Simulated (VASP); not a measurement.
Here is a VASP 6.6.1 calculation.

INCAR

```
SYSTEM = Nb
PREC = Accurate ; ENCUT = 520
EDIFF = 1E-6 ; ISMEAR = 0
SIGMA = 0.15 ; LREAL = .False.
LASPH = .True. ; NELM = 80
ALGO = Fast ; ISIF = 2
LWAVE = .False. ; LCHARG = .True.
GGA = PE ; LELF = .True.
LVHAR = .True. ; NBANDS = 12
```

File KPOINTS:

```
regular mesh
0
Gamma
  22 22 22
  0 0 0
```

Contents of POSCAR:

```
Nb
1.0
   -1.8444062953      1.6687485529      1.6687485529
    1.6687485529     -1.8444062953      1.6687485529
    1.6687485529      1.6687485529     -1.8444062953
Nb
1
Direct
    0.0000000000      0.0000000000      0.0000000000
```

Potentials or basis: VASP PAW PBE potentials, release 64 (Nb_sv).

Launch:

```console
$ cat potpaw_PBE.64/Nb_sv/POTCAR > POTCAR
$ mpirun -np 1 vasp_std > vasp.out
```

Q: What does it give for the band gap on the k mesh?

A: Zero (an odd number of electrons rules out a gap without spin polarisation).

Q: Estimate the pressure.

A: -0.4 GPa.

Stress tensor (GPa, compression positive):
```
-0.42  4.97  4.97
 4.97 -0.42  4.97
 4.97  4.97 -0.42
```
